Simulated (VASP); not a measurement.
# Ru: single point with revPBE

The system is Ru.

```
CELL_PARAMETERS angstrom
4.10550 0.00000 0.00000
-2.05275 3.55547 0.00000
0.00000 0.00000 2.58118
ATOMIC_POSITIONS crystal
Ru 0.00000 0.00000 0.00000
Ru 0.33333 0.66667 0.50000
Ru 0.66667 0.33333 0.50000
```

This cell differs from its parent crystal: volume scaled by 0.88.

- Program: VASP 6.6.1
- Task: single point
- Functional: revPBE
- Potentials or basis: VASP PAW PBE potentials, release 64 (Ru_sv)
- Cutoff: 600 eV
- k mesh: 10 × 10 × 13
- Occupations: fermi-dirac, width 0.1 eV
- Spin: no spin polarisation

```yaml
Pressure: 48.4 GPa
Band_gap_on_the_k_mesh: zero (band 24 reaches 18.26 eV, above the bottom of band 25 at 15.52 eV)
```

Stress tensor (GPa, compression positive):
```
50.11  0.00  0.00
 0.00 50.11  0.00
 0.00  0.00 44.87
```

Levels at points of the mesh, in eV from the Fermi level:
```tsv
k point	band 22	band 23	band 24	band 25	band 26	band 27
(0.00, 0.00, 0.00)	-2.48	-1.70	-1.70	-1.58	-1.58	1.98
(0.50, 0.00, 0.00)	-1.38	-1.31	0.49	0.93	0.95	0.98
```

Run time: 77 s on 1 thread of Intel(R) Xeon(R) Platinum 8488C (Sapphire Rapids) (shared host), peak memory 0.24 GiB.

Caveat: the PAW data sets were made with another functional, which shifts forces and pressure a little.
